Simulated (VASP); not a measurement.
Write the native input for VASP 6.6.1 that does the following.

```yaml
Task: single point
Functional: PBEsol
Potentials_or_basis: VASP PAW PBE potentials, release 64 (Pb_d, Se)
Cutoff: 520 eV
k_mesh: 6 × 6 × 6
Occupations: gaussian, width 0.1 eV
Spin: no spin polarisation
Dipole_correction: no
Further_INCAR_settings: ALGO = Normal; EDIFF = 1e-06; NBANDS = 17
```

The structure of PbSe (Clausthalite) lies in POSCAR:

```
PbSe
1.0
    0.0000000000      3.0606500000      3.0606500000
    3.0606500000      0.0000000000      3.0606500000
    3.0606500000      3.0606500000      0.0000000000
Pb Se
1 1
Direct
    0.0000000000      0.0000000000      0.0000000000
    0.5000000000      0.5000000000      0.5000000000
```

One way to write it, as run:

INCAR

```
PREC = Accurate ; ENCUT = 520
EDIFF = 1E-6 ; ISMEAR = 0
SIGMA = 0.1 ; LREAL = F
LASPH = T ; NELM = 100
ALGO = Normal ; ISIF = 2
LWAVE = F ; LCHARG = T
GGA = PS ; LELF = T
LVHAR = T ; NBANDS = 17
```

KPOINTS

```
regular mesh
0
Gamma
  6 6 6
```

Potentials or basis: VASP PAW PBE potentials, release 64 (Pb_d, Se).

The run is started by

```bash
$ cat potpaw_PBE.64/Pb_d/POTCAR potpaw_PBE.64/Se/POTCAR > POTCAR
$ mpirun -np 1 vasp_std > vasp.out
```

Results of the run:

The pressure is -0.6 GPa and the band gap on the k mesh is 0.20 eV, direct.

Caveat: the PAW data sets were made with another functional, which shifts forces and pressure a little; spin-orbit coupling is left out, which moves the levels of the heavy elements.

Wall time 9.7 s on 1 thread of Intel(R) Xeon(R) 6975P-C (Granite Rapids), on a shared host, peak memory 0.17 GiB.
